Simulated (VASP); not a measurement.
# Pb (I4/mmm) in VASP: notebook

Runs on Pb. Level: PBE. Tasks: single point.

Everything below comes from runs of VASP 6.6.1. Logs are shortened: lines on timing, memory, paths and dates and some standing lists are left out, and cuts for length are marked.

## Step 1: The cell of the first run

The structure is tetragonal, space group I4/mmm (No. 139). Conventional cell: a = 3.772 Å, b = 3.772 Å, c = 5.137 Å, α = 90.00°, β = 90.00°, γ = 90.00°. Within 4.9 Å of Pb (site symmetry 4/mmm) lie 12 Pb at 3.70 to 3.77 Å.

## Step 2: Single point, PBE (strain +0.080 along x and y, +0.040 along z)

File INCAR:

```
SYSTEM = Pb
ALGO = Fast
EDIFF = 1E-6
ENCUT = 520
GGA = PE
ISIF = 2
ISMEAR = 0
LASPH = .True.
LCHARG = .False.
LREAL = .False.
LWAVE = .False.
NBANDS = 13
NELM = 60
PREC = Accurate
SIGMA = 0.15
```

File KPOINTS:

```
k-points
0
Gamma
  16 16 16
  0 0 0
```

File POSCAR:

```
Pb
1.0
    0.0000000000      2.6673840000      2.5685920000
    2.6673840000      0.0000000000      2.5685920000
    2.6673840000      2.6673840000      0.0000000000
Pb
1
Direct
    0.0000000000      0.0000000000      0.0000000000
```

Potentials or basis: VASP PAW PBE potentials, release 64 (Pb_d).

On the command line:

```
> cat potpaw_PBE.64/Pb_d/POTCAR > POTCAR
> mpirun -np 1 vasp_std > vasp.out
```

OUTCAR:

```text
SYSTEM = Pb
   EDIFF = 1E-6
   ENCUT = 520
   GGA = PE
   ISIF = 2
   ISMEAR = 0
   LASPH = .True.
   LREAL = .False.
   NELM = 60
   PREC = Accurate

 ion  position               nearest neighbor table
   1  0.000  0.000  0.000-

  LATTYP: Found a body centered tetragonal cell.
 ALAT       =     3.7722506289
 C/A-ratio  =     1.3618352823

  Lattice vectors:

 A1 = (   0.0000000000,  -2.6673840000,  -2.5685920000)
 A2 = (   0.0000000000,   2.6673840000,  -2.5685920000)
 A3 = (   2.6673840000,   0.0000000000,   2.5685920000)

Analysis of symmetry for initial positions (statically):
=====================================================================
 Subroutine PRICEL returns:
 Original cell was already a primitive cell.

 Routine SETGRP: Setting up the symmetry group for a
 body centered tetragonal supercell.

 Subroutine GETGRP returns: Found 16 space group operations
 (whereof 16 operations were pure point group operations)
 out of a pool of 16 trial point group operations.

The static configuration has the point symmetry D_4h.

Analysis of symmetry for dynamics (positions and initial velocities):
=====================================================================
 Subroutine PRICEL returns:
 Original cell was already a primitive cell.

 Routine SETGRP: Setting up the symmetry group for a
 body centered tetragonal supercell.

 Subroutine GETGRP returns: Found 16 space group operations
 (whereof 16 operations were pure point group operations)
 out of a pool of 16 trial point group operations.

The dynamic configuration has the point symmetry D_4h.

 Subroutine INISYM returns: Found 16 space group operations
 (whereof 16 operations are pure point group operations),
 and found     1 'primitive' translations

----------------------------------------------------------------------------------------

                                     Primitive cell

  volume of cell :      36.5507

  direct lattice vectors                    reciprocal lattice vectors
     0.000000000  2.667384000  2.568592000    -0.187449576  0.187449576  0.194659175
     2.667384000  0.000000000  2.568592000     0.187449576 -0.187449576  0.194659175
     2.667384000  2.667384000  0.000000000     0.187449576  0.187449576 -0.194659175

  length of vectors
     3.703053101  3.703053101  3.772250629     0.328887339  0.328887339  0.328887339

  position of ions in fractional coordinates (direct lattice)
     0.000000000  0.000000000  0.000000000

  ion indices of the primitive-cell ions
   primitive index   ion index
                 1           1

----------------------------------------------------------------------------------------

 KPOINTS: k-points

Automatic generation of k-mesh.
 Grid dimensions read from file:
 generate k-points for:   16   16   16

 Generating k-lattice:

  Cartesian coordinates                     Fractional coordinates (reciprocal lattice)
    -0.011715599  0.011715599  0.012166198     0.062500000 -0.000000000  0.000000000
     0.011715599 -0.011715599  0.012166198    -0.000000000  0.062500000  0.000000000
     0.011715599  0.011715599 -0.012166198     0.000000000  0.000000000  0.062500000

  Length of vectors
     0.020555459  0.020555459  0.020555459

  Shift w.r.t. Gamma in fractional coordinates (k-lattice)
     0.000000000  0.000000000  0.000000000

 Subroutine IBZKPT returns following result:
 ===========================================

 Found    349 irreducible k-points:

 Following reciprocal coordinates:
            Coordinates               Weight
  0.000000  0.000000  0.000000      1.000000
  0.062500 -0.000000  0.000000      8.000000
  0.125000 -0.000000  0.000000      8.000000
  0.187500  0.000000  0.000000      8.000000
  0.250000 -0.000000  0.000000      8.000000
  0.312500 -0.000000  0.000000      8.000000
[... 16 lines left out ...]
 -0.125000  0.062500  0.000000      8.000000
 -0.062500  0.062500  0.000000      4.000000
 [... further k-points ...]
   k-points           NKPTS =    349   k-points in BZ     NKDIM =    349   number of bands    NBANDS=     13
   number of dos      NEDOS =    301   number of ions     NIONS =      1
   total plane-waves  NPLWV =  21952
   dimension x,y,z NGX =    28 NGY =   28 NGZ =   28
   dimension x,y,z NGXF=    56 NGYF=   56 NGZF=   56
   ions per type =               1
   NGX,Y,Z   is equivalent  to a cutoff of  12.57, 12.57, 12.34 a.u.
   NGXF,Y,Z  is equivalent  to a cutoff of  25.14, 25.14, 24.68 a.u.
 SYSTEM =  Pb
   PREC   = accura    normal or accurate (medium, high low for compatibility)
   ISTART =      0    job   : 0-new  1-cont  2-samecut
   ICHARG =      2    charge: 1-file 2-atom 10-const
   ISPIN  =      1    spin polarized calculation?
   LNONCOLLINEAR =      F non collinear calculations
   LSORBIT =      F    spin-orbit coupling
   LASPH  =      T    aspherical Exc in radial PAW
   ENCUT  =  520.0 eV  38.22 Ry    6.18 a.u.   6.89  6.89  7.01*2*pi/ulx,y,z
   NELM   =     60;   NELMIN=  2; NELMDL= -5     # of ELM steps
   EDIFF  = 0.1E-05   stopping-criterion for ELM
   LREAL  =      F    real-space projection
   EDIFFG = 0.1E-04   stopping-criterion for IOM
   NSW    =      0    number of steps for IOM
   IBRION =     -1    ionic relax: 0-MD 1-quasi-New 2-CG
   NFREE  =      0    steps in history (QN), initial steepest desc. (CG)
   ISIF   =      2    stress and relaxation
   ISYM   =      2    0-nonsym 1-usesym 2-fastsym
   POTIM  = 0.5000    time-step for ionic-motion
   TEBEG  =    0.0;   TEEND  =   0.0 temperature during run
   PSTRESS=    0.0 pullay stress
   NELECT =      14.0000    total number of electrons
   NUPDOWN=      -1.0000    fix difference up-down
   EMIN   =  10.00;   EMAX   =-10.00  energy-range for DOS
   EFERMI =   0.00;   METHOD = LEGACY
   ISMEAR =     0;   SIGMA  =   0.15  broadening in eV -4-tet -1-fermi 0-gaus
   EFERMI_NEDOS =   21; number of points for ismear=-14 and -15
   IALGO  =     68    algorithm
   IMIX   =      4    mixing-type and parameters
     AMIX     =   0.40;   BMIX     =  1.00
     AMIX_MAG =   1.60;   BMIX_MAG =  1.00
  volume/ion in A,a.u.               =      36.55       246.66
  Fermi-wavevector in a.u.,A,eV,Ry     =   1.188919  2.246730 19.232207  1.413527
  Thomas-Fermi vector in A             =   2.325037
   LORBIT       =      0    0 simple, 1 ext, 2 COOP (PROOUT), +10 PAW based schemes
   GGA     = PE    functional components
   LHFCALC =     F    Hartree Fock is set to
   AEXX    =    0.0000 exact exchange contribution
   IVDW    =     0    specifies the selected vdW correction
   LEPSILON=     F    determine dielectric tensor
   LRPA    =     F    only Hartree local field effects (RPA)
 non-spin polarized calculation
 RMM-DIIS sequential band-by-band and
 Gauss-broadening in eV      SIGMA  =   0.15
  energy-cutoff  :      520.00
  volume of cell :       36.55
 maximum number of plane-waves:      1002
   NGX = 13   NGY = 13   NGZ = 13

 number of electron      14.0000006 magnetization

 Free energy of the ion-electron system (eV)
  ---------------------------------------------------
  ext. energy  EPLUGINS =         0.00000000
  ---------------------------------------------------
  free energy    TOTEN  =        -3.50320901 eV

  energy without entropy =       -3.49528868  energy(sigma->0) =       -3.49924884

 E-fermi :   5.3899     XC(G=0):  -9.3217

 val. band max:        5.3890015199   @ k =  -0.1875   0.0625   0.1875
 cond. band min:       5.3933709133   @ k =  -0.3750   0.0000   0.2500
 fundamental gap:      0.0043693934
 Fermi energy:         5.3899235227

 k-point     1 :       0.0000    0.0000    0.0000
  band No.  band energies     occupation
      1     -11.6349      2.00000
      2     -11.6349      2.00000
      3     -11.6099      2.00000
      4     -11.5625      2.00000
      5     -11.5376      2.00000
      6      -5.2642      2.00000
      7      11.3706      0.00000
      8      11.4087      0.00000
      9      11.4087      0.00000
     10      14.4321      0.00000
     11      14.9652      0.00000
     12      16.5634      0.00000
     13      16.5639      0.00000

 k-point     2 :       0.0625   -0.0000    0.0000
  band No.  band energies     occupation
      1     -11.6333      2.00000
      2     -11.6315      2.00000
      3     -11.6081      2.00000
      4     -11.5622      2.00000
      5     -11.5382      2.00000
      6      -5.2031      2.00000
      7      10.5903      0.00000
      8      11.3196      0.00000
      9      11.3236      0.00000
     10      14.5613      0.00000
     11      15.0375      0.00000
     12      16.7020      0.00000
     13      16.7563      0.00000

 k-point     3 :       0.1250   -0.0000    0.0000
  band No.  band energies     occupation
      1     -11.6299      2.00000
      2     -11.6234      2.00000
      3     -11.6030      2.00000
      4     -11.5596      2.00000
      5     -11.5387      2.00000
      6      -5.0208      2.00000
      7       9.0571      0.00000
      8      11.0848      0.00000
      9      11.1610      0.00000
     10      14.0884      0.00000
     11      16.0044      0.00000
     12      16.9778      0.00000
     13      17.0637      0.00000
[... 305 lines left out ...]
 k-point    23 :      -0.1250    0.0625    0.0000
  band No.  band energies     occupation
      1     -11.6325      2.00000
      2     -11.6184      2.00000
      3     -11.5942      2.00000
      4     -11.5649      2.00000
      5     -11.5321      2.00000
      6      -4.8882      2.00000
      7       8.5177      0.00000
      8      10.2490      0.00000
      9      11.2870      0.00000
     10      14.3064      0.00000
     11      15.9837      0.00000
     12      16.4266      0.00000
     13      16.7315      0.00000

 k-point    24 :      -0.0625    0.0625    0.0000
  band No.  band energies     occupation
      1     -11.6345      2.00000
      2     -11.6274      2.00000
      3     -11.6007      2.00000
      4     -11.5648      2.00000
      5     -11.5358      2.00000
      6      -5.1058      2.00000
      7       9.9052      0.00000
      8      10.7129      0.00000
      9      11.4062      0.00000
     10      14.5258      0.00000
     11      15.3154      0.00000
     12      16.6591      0.00000
     13      17.1594      0.00000

 [... further k-points ...]

------------------------ aborting loop because EDIFF is reached ----------------------------------------

  FORCE on cell =-STRESS in cart. coord.  units (eV):
  Direction    XX          YY          ZZ          XY          YZ          ZX
  --------------------------------------------------------------------------------------
  -------------------------------------------------------------------------------------
  Total       -0.9127229     -0.9127229     -0.8331332      0.0000000     -0.0000000      0.0000000
  in kB      -40.0085957    -40.0085957    -36.5198363      0.0000000     -0.0000000      0.0000000
  external PRESSURE =     -38.8456759 kB  Pullay stress =       0.0000000 kB

 VOLUME and BASIS-vectors are now :
 -----------------------------------------------------------------------------
  energy-cutoff  :      520.00
  volume of cell :       36.55
      direct lattice vectors                 reciprocal lattice vectors
     0.000000000  2.667384000  2.568592000    -0.187449576  0.187449576  0.194659175
     2.667384000  0.000000000  2.568592000     0.187449576 -0.187449576  0.194659175
     2.667384000  2.667384000  0.000000000     0.187449576  0.187449576 -0.194659175

 POSITION                                       TOTAL-FORCE (eV/Angst)
 -----------------------------------------------------------------------------------
      0.00000      0.00000      0.00000         0.000000      0.000000      0.000000
 -----------------------------------------------------------------------------------
    total drift:                               -0.000000     -0.000000     -0.000000

  FREE ENERGIE OF THE ION-ELECTRON SYSTEM (eV)
  ---------------------------------------------------
  free  energy   TOTEN  =        -3.5032090057 eV

  energy  without entropy=       -3.4952886793  energy(sigma->0) =       -3.49924884
```

Wall time 3.2 min (1 thread of Intel Xeon Platinum 8259CL at 2.50GHz (Skylake/Cascade Lake), shared host); peak memory 0.27 GiB.

Results:

| Property | Result |
| --- | --- |
| Free energy | -3.5032 eV |
| Pressure | -3.9 GPa |
| Band gap on the k mesh | zero (bands 7 and 8 overlap by 7.36 eV) |

Stress tensor (GPa, compression positive):
```
-4.00  0.00  0.00
 0.00 -4.00  0.00
 0.00  0.00 -3.65
```

Levels at points of the mesh, in eV from the Fermi level:
| k point | band 3 | band 4 | band 5 | band 6 | band 7 | band 8 | band 9 | band 10 | band 11 | band 12 |
| --- | --- | --- | --- | --- | --- | --- | --- | --- | --- | --- |
| (0.00, 0.00, 0.00) | -17.00 | -16.95 | -16.93 | -10.65 | 5.98 | 6.02 | 6.02 | 9.04 | 9.58 | 11.17 |
| (0.50, 0.00, 0.00) | -17.00 | -16.87 | -16.86 | -8.01 | -3.38 | 4.34 | 4.80 | 7.89 | 9.08 | 9.89 |
| (0.50, 0.50, 0.00) | -16.87 | -16.84 | -16.84 | -6.81 | -2.44 | 1.56 | 1.56 | 4.68 | 5.89 | 16.88 |
| (0.50, 0.00, 0.50) | -16.87 | -16.85 | -16.83 | -7.10 | -2.69 | 1.84 | 2.06 | 4.99 | 6.24 | 17.10 |

Caveat: the cell differs from its parent crystal (strain +0.080 along x and y, +0.040 along z); the cell stands under tension; spin-orbit coupling is left out, which moves the levels of the heavy elements.

[end of part 1 of 2]

The gap in the log of VASP goes by the Fermi energy; the results here count the filled bands.